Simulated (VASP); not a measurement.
# NaHF2 (R-3m) in VASP: single point with PBEsol

Aim: the single point of NaHF2 with PBEsol.

Program: VASP 6.6.1. These are calculated values, not measurements. Logs are shortened: lines on timing, memory, paths and dates and some standing lists are left out, and cuts for length are marked.

## 1. The cell of the first run

Symmetry: R-3m, No. 166, trigonal system. The conventional cell has a = 3.463 Å, b = 3.463 Å, c = 13.943 Å, α = 90.00°, β = 90.00°, γ = 120.00°. Na (site symmetry -3m) has 6 F at 2.27 Å within 3.0 Å. Within 1.7 Å of H (site symmetry -3m) lie 2 F at 1.25 Å. F (site symmetry 3m) has 1 H at 1.25 Å within 1.7 Å.

## 2. Single point, PBEsol

INCAR

```
SYSTEM = NaHF2
PREC = Accurate ; ENCUT = 520
EDIFF = 1E-7 ; ISMEAR = -1
SIGMA = 0.1 ; LREAL = .FALSE.
LASPH = .TRUE. ; NELM = 60
ALGO = Normal ; ISIF = 2
LWAVE = .FALSE. ; LCHARG = .FALSE.
GGA = PS ; NBANDS = 19
```

KPOINTS

```
Automatic mesh
0
G
  9 9 9
  0 0 0
```

POSCAR

```
NaHF2
1.0
    1.1854260000     -3.2542660000      0.0000000000
    0.0000000000      1.8430320000     -2.9323560000
    3.8741610000      3.2542660000      0.0000000000
Na H F
1 1 2
Direct
    0.0000000000      0.0000000000      0.0000000000
    0.5000000000      0.5000000000      0.5000000000
    0.4100000000      0.5900000000      0.2300000000
    0.5900000000      0.4100000000      0.7700000000
```

Potentials or basis: VASP PAW PBE potentials, release 64 (Na_pv, H, F).

Launch:

```
$ cat potpaw_PBE.64/Na_pv/POTCAR potpaw_PBE.64/H/POTCAR potpaw_PBE.64/F/POTCAR > POTCAR
$ mpirun -np 1 vasp_std > vasp.out
```

OUTCAR:

```text
SYSTEM = NaHF2
   PREC = Accurate
   ENCUT = 520
   EDIFF = 1E-7
   ISMEAR = -1
   LREAL = .FALSE.
   LASPH = .TRUE.
   NELM = 60
   ISIF = 2
   GGA = PS

 ion  position               nearest neighbor table
   1  0.000  0.000  0.000-   3 2.27   4 2.27   3 2.27   4 2.27   4 2.27   3 2.27
   2  0.500  0.500  0.500-   3 1.25   4 1.25
   3  0.410  0.590  0.230-   2 1.25   1 2.27   1 2.27   1 2.27
   4  0.590  0.410  0.770-   2 1.25   1 2.27   1 2.27   1 2.27

  LATTYP: Found a trigonal (rhomboedric) cell.
 ALAT       =     5.0595866004
 COS(alpha) =     0.7657070243

  Lattice vectors:

 A1 = (   3.8741610000,   1.4112340000,   2.9323560000)
 A2 = (   5.0595870000,   0.0000000000,   0.0000000000)
 A3 = (   3.8741610000,   3.2542660000,   0.0000000000)

Analysis of symmetry for initial positions (statically):
=====================================================================
 Subroutine PRICEL returns:
 Original cell was already a primitive cell.

 Routine SETGRP: Setting up the symmetry group for a
 trigonal (rhombohedral) supercell.

 Subroutine GETGRP returns: Found 12 space group operations
 (whereof 12 operations were pure point group operations)
 out of a pool of 12 trial point group operations.

The static configuration has the point symmetry D_3d.

Analysis of symmetry for dynamics (positions and initial velocities):
=====================================================================
 Subroutine PRICEL returns:
 Original cell was already a primitive cell.

 Routine SETGRP: Setting up the symmetry group for a
 trigonal (rhombohedral) supercell.

 Subroutine GETGRP returns: Found 12 space group operations
 (whereof 12 operations were pure point group operations)
 out of a pool of 12 trial point group operations.

The dynamic configuration has the point symmetry D_3d.

 Subroutine INISYM returns: Found 12 space group operations
 (whereof 12 operations are pure point group operations),
 and found     1 'primitive' translations

----------------------------------------------------------------------------------------

                                     Primitive cell

  volume of cell :      48.2820

  direct lattice vectors                    reciprocal lattice vectors
     1.185426000 -3.254266000  0.000000000     0.197644590 -0.235293293 -0.147885546
     0.000000000  1.843032000 -2.932356000     0.000000000  0.000000000 -0.341022713
     3.874161000  3.254266000  0.000000000     0.197644590  0.071995662  0.045250409

  length of vectors
     3.463449437  3.463448955  5.059582063     0.341022657  0.341022713  0.215161240

  position of ions in fractional coordinates (direct lattice)
     0.000000000  0.000000000  0.000000000
     0.500000000  0.500000000  0.500000000
     0.410000000  0.590000000  0.230000000
     0.590000000  0.410000000  0.770000000

  ion indices of the primitive-cell ions
   primitive index   ion index
                 1           1
                 2           2
                 3           3
                 4           4

----------------------------------------------------------------------------------------

 KPOINTS: Automatic mesh

Automatic generation of k-mesh.
 Grid dimensions read from file:
 generate k-points for:    9    9    9

 Generating k-lattice:

  Cartesian coordinates                     Fractional coordinates (reciprocal lattice)
     0.021960510 -0.026143699 -0.016431727     0.111111111  0.000000000  0.000000000
     0.000000000  0.000000000 -0.037891413     0.000000000  0.111111111  0.000000000
     0.021960510  0.007999518  0.005027823     0.000000000  0.000000000  0.111111111

  Length of vectors
     0.037891406  0.037891413  0.023906804

  Shift w.r.t. Gamma in fractional coordinates (k-lattice)
     0.000000000  0.000000000  0.000000000

 Subroutine IBZKPT returns following result:
 ===========================================

 Found     85 irreducible k-points:

 Following reciprocal coordinates:
            Coordinates               Weight
  0.000000  0.000000  0.000000      1.000000
  0.111111  0.000000  0.000000      6.000000
  0.222222 -0.000000  0.000000      6.000000
  0.333333 -0.000000  0.000000      6.000000
  0.444444 -0.000000  0.000000      6.000000
  0.111111  0.111111  0.000000      6.000000
[... 16 lines left out ...]
 -0.333333  0.333333 -0.000000      6.000000
  0.444444  0.444444  0.000000      6.000000
 [... further k-points ...]
   k-points           NKPTS =     85   k-points in BZ     NKDIM =     85   number of bands    NBANDS=     19
   number of dos      NEDOS =    301   number of ions     NIONS =      4
   total plane-waves  NPLWV =  31360
   dimension x,y,z NGX =    28 NGY =   28 NGZ =   40
   dimension x,y,z NGXF=    56 NGYF=   56 NGZF=   80
   ions per type =               1   1   2
   NGX,Y,Z   is equivalent  to a cutoff of  13.44, 13.44, 13.14 a.u.
   NGXF,Y,Z  is equivalent  to a cutoff of  26.88, 26.88, 26.29 a.u.
 SYSTEM =  NaHF2
   PREC   = accura    normal or accurate (medium, high low for compatibility)
   ISTART =      0    job   : 0-new  1-cont  2-samecut
   ICHARG =      2    charge: 1-file 2-atom 10-const
   ISPIN  =      1    spin polarized calculation?
   LNONCOLLINEAR =      F non collinear calculations
   LSORBIT =      F    spin-orbit coupling
   LASPH  =      T    aspherical Exc in radial PAW
   ENCUT  =  520.0 eV  38.22 Ry    6.18 a.u.   6.44  6.44  9.41*2*pi/ulx,y,z
   NELM   =     60;   NELMIN=  2; NELMDL= -5     # of ELM steps
   EDIFF  = 0.1E-06   stopping-criterion for ELM
   LREAL  =      F    real-space projection
   EDIFFG = 0.1E-05   stopping-criterion for IOM
   NSW    =      0    number of steps for IOM
   IBRION =     -1    ionic relax: 0-MD 1-quasi-New 2-CG
   NFREE  =      0    steps in history (QN), initial steepest desc. (CG)
   ISIF   =      2    stress and relaxation
   ISYM   =      2    0-nonsym 1-usesym 2-fastsym
   POTIM  = 0.5000    time-step for ionic-motion
   TEBEG  =    0.0;   TEEND  =   0.0 temperature during run
   PSTRESS=    0.0 pullay stress
   NELECT =      22.0000    total number of electrons
   NUPDOWN=      -1.0000    fix difference up-down
   EMIN   =  10.00;   EMAX   =-10.00  energy-range for DOS
   EFERMI =   0.00;   METHOD = LEGACY
   ISMEAR =    -1;   SIGMA  =   0.10  broadening in eV -4-tet -1-fermi 0-gaus
   EFERMI_NEDOS =   21; number of points for ismear=-14 and -15
   IALGO  =     38    algorithm
   IMIX   =      4    mixing-type and parameters
     AMIX     =   0.40;   BMIX     =  1.00
     AMIX_MAG =   1.60;   BMIX_MAG =  1.00
  volume/ion in A,a.u.               =      12.07        81.46
  Fermi-wavevector in a.u.,A,eV,Ry     =   1.259759  2.380599 21.592346  1.586993
  Thomas-Fermi vector in A             =   2.393303
   LORBIT       =      0    0 simple, 1 ext, 2 COOP (PROOUT), +10 PAW based schemes
   GGA     = PS    functional components
   LHFCALC =     F    Hartree Fock is set to
   AEXX    =    0.0000 exact exchange contribution
   IVDW    =     0    specifies the selected vdW correction
   LEPSILON=     F    determine dielectric tensor
   LRPA    =     F    only Hartree local field effects (RPA)
 non-spin polarized calculation
  energy-cutoff  :      520.00
  volume of cell :       48.28
 maximum number of plane-waves:      1324
 NGX is ok and might be reduce to    28
   NGX = 13   NGY = 13   NGZ = 19

 number of electron      21.9999982 magnetization

 Free energy of the ion-electron system (eV)
  ---------------------------------------------------
  ext. energy  EPLUGINS =         0.00000000
  ---------------------------------------------------
  free energy    TOTEN  =       -17.42668579 eV

  energy without entropy =      -17.42668579  energy(sigma->0) =      -17.42668579

 E-fermi :  -1.7001     XC(G=0):  -8.1847

 val. band max:       -4.0129024450   @ k =   0.0000   0.0000   0.4444
 cond. band min:       2.5707756538   @ k =   0.0000   0.0000   0.0000
 fundamental gap:      6.5836780988
 Fermi energy:        -1.7000651820

 k-point     1 :       0.0000    0.0000    0.0000
  band No.  band energies     occupation
      1     -23.9089      2.00000
      2     -23.2751      2.00000
      3     -22.0419      2.00000
      4     -22.0418      2.00000
      5     -21.8500      2.00000
      6      -8.3837      2.00000
[... 11 lines left out ...]
     18      17.1136      0.00000
     19      17.1136      0.00000

 k-point     2 :       0.1111    0.0000    0.0000
  band No.  band energies     occupation
      1     -23.9169      2.00000
      2     -23.2555      2.00000
      3     -22.0443      2.00000
      4     -22.0239      2.00000
      5     -21.8730      2.00000
      6      -8.3387      2.00000
[... 11 lines left out ...]
     18      16.1627      0.00000
     19      16.9160      0.00000

 k-point     3 :       0.2222   -0.0000    0.0000
  band No.  band energies     occupation
      1     -23.9367      2.00000
      2     -23.2023      2.00000
      3     -22.0503      2.00000
      4     -21.9908      2.00000
      5     -21.9229      2.00000
      6      -8.2224      2.00000
[... 11 lines left out ...]
     18      15.0392      0.00000
     19      16.6120      0.00000

 k-point     4 :       0.3333   -0.0000    0.0000
  band No.  band energies     occupation
      1     -23.9572      2.00000
      2     -23.1338      2.00000
      3     -22.0572      2.00000
      4     -22.0368      2.00000
      5     -21.9045      2.00000
      6      -8.0846      2.00000
[... 11 lines left out ...]
     18      14.8556      0.00000
     19      16.4618      0.00000

 k-point     5 :       0.4444   -0.0000    0.0000
  band No.  band energies     occupation
      1     -23.9702      2.00000
      2     -23.0832      2.00000
      3     -22.0930      2.00000
      4     -22.0617      2.00000
      5     -21.8727      2.00000
      6      -7.9910      2.00000
[... 11 lines left out ...]
     18      14.7305      0.00000
     19      16.4192      0.00000

 k-point     6 :       0.1111    0.1111    0.0000
  band No.  band energies     occupation
      1     -23.9292      2.00000
      2     -23.2239      2.00000
      3     -22.0515      2.00000
      4     -21.9935      2.00000
      5     -21.9065      2.00000
      6      -8.2751      2.00000
[... 11 lines left out ...]
     18      15.3425      0.00000
     19      16.3305      0.00000

 k-point     7 :       0.2222    0.1111    0.0000
  band No.  band energies     occupation
      1     -23.9423      2.00000
      2     -23.1772      2.00000
      3     -22.0670      2.00000
      4     -21.9781      2.00000
      5     -21.9277      2.00000
      6      -8.1547      2.00000
[... 11 lines left out ...]
     18      15.2694      0.00000
     19      15.7587      0.00000

 k-point     8 :       0.3333    0.1111    0.0000
  band No.  band energies     occupation
      1     -23.9499      2.00000
      2     -23.1348      2.00000
      3     -22.0882      2.00000
      4     -22.0166      2.00000
      5     -21.8921      2.00000
      6      -8.0304      2.00000
[... 256 lines left out ...]
 k-point    20 :       0.3333    0.3333    0.0000
  band No.  band energies     occupation
      1     -23.8462      2.00000
      2     -23.2903      2.00000
      3     -22.0985      2.00000
      4     -21.9600      2.00000
      5     -21.8802      2.00000
      6      -7.8869      2.00000
[... 11 lines left out ...]
     18      15.4156      0.00000
     19      15.8636      0.00000

 k-point    21 :       0.4444    0.3333    0.0000
  band No.  band energies     occupation
      1     -23.8004      2.00000
      2     -23.3526      2.00000
      3     -22.0987      2.00000
      4     -22.0025      2.00000
      5     -21.8244      2.00000
      6      -7.8663      2.00000
[... 11 lines left out ...]
     18      15.2975      0.00000
     19      16.4951      0.00000

 k-point    22 :      -0.4444    0.3333   -0.0000
  band No.  band energies     occupation
      1     -23.7986      2.00000
      2     -23.3594      2.00000
      3     -22.0904      2.00000
      4     -22.0367      2.00000
      5     -21.8007      2.00000
      6      -7.9024      2.00000
[... 11 lines left out ...]
     18      15.7492      0.00000
     19      15.8893      0.00000

 k-point    23 :      -0.3333    0.3333   -0.0000
  band No.  band energies     occupation
      1     -23.8327      2.00000
      2     -23.3238      2.00000
      3     -22.0594      2.00000
      4     -22.0574      2.00000
      5     -21.8200      2.00000
      6      -7.9761      2.00000
[... 11 lines left out ...]
     18      15.0452      0.00000
     19      16.6420      0.00000

 k-point    24 :       0.4444    0.4444    0.0000
  band No.  band energies     occupation
      1     -23.7338      2.00000
      2     -23.4340      2.00000
      3     -22.1013      2.00000
      4     -22.0458      2.00000
      5     -21.7663      2.00000
      6      -7.8450      2.00000
[... 11 lines left out ...]
     18      15.7989      0.00000
     19      16.5277      0.00000

 [... further k-points ...]
[... 5 lines left out ...]
  --------------------------------------------------------------------------------------
  -------------------------------------------------------------------------------------
  Total       -3.9063436     -0.1713410      0.1743498     -1.5686895     -0.3591488     -0.9859514
  in kB     -129.6272208     -5.6857417      5.7855850    -52.0550377    -11.9179112    -32.7175870
  external PRESSURE =     -43.1757925 kB  Pullay stress =       0.0000000 kB

 VOLUME and BASIS-vectors are now :
 -----------------------------------------------------------------------------
  energy-cutoff  :      520.00
  volume of cell :       48.28
      direct lattice vectors                 reciprocal lattice vectors
     1.185426000 -3.254266000  0.000000000     0.197644590 -0.235293293 -0.147885546
     0.000000000  1.843032000 -2.932356000     0.000000000  0.000000000 -0.341022713
     3.874161000  3.254266000  0.000000000     0.197644590  0.071995662  0.045250409

 POSITION                                       TOTAL-FORCE (eV/Angst)
 -----------------------------------------------------------------------------------
      0.00000      0.00000      0.00000         0.000000     -0.000000     -0.000000
      2.52979      0.92152     -1.46618         0.000000     -0.000000     -0.000000
      1.37708      0.50162     -1.73009         2.112229      0.769415      0.483592
      3.68251      1.34141     -1.20227        -2.112229     -0.769415     -0.483592
 -----------------------------------------------------------------------------------
    total drift:                               -0.000000      0.000000     -0.000000

  FREE ENERGIE OF THE ION-ELECTRON SYSTEM (eV)
  ---------------------------------------------------
  free  energy   TOTEN  =       -17.4266857854 eV

  energy  without entropy=      -17.4266857853  energy(sigma->0) =      -17.42668579
```

It took 1.9 min on 1 thread of AMD EPYC 7R13 (Zen 3), shared host; peak memory 0.18 GiB.

What came out:

```yaml
Free_energy: -17.4267 eV
Pressure: -4.3 GPa
Largest_force: 2.299 eV/Å
Band_gap_on_the_k_mesh: 6.58 eV, indirect (least direct gap 6.87 eV)
```

Forces in eV/Å, atoms in the order of the input:
```
Na   0.000  0.000  0.000
H    0.000  0.000  0.000
F    2.112  0.769  0.484
F   -2.112 -0.769 -0.484
```

Levels at points of the mesh, in eV from the valence-band top:
| k point | band 7 | band 8 | band 9 | band 10 | band 11 | band 12 | band 13 | band 14 | band 15 | band 16 |
| --- | --- | --- | --- | --- | --- | --- | --- | --- | --- | --- |
| (0.00, 0.00, 0.00) | -0.31 | -0.31 | -0.30 | -0.30 | -0.29 | 6.58 | 13.12 | 14.15 | 15.51 | 19.23 |

Caveat: the PAW data sets were made with another functional, which shifts forces and pressure a little. A k mesh can miss the band edges.
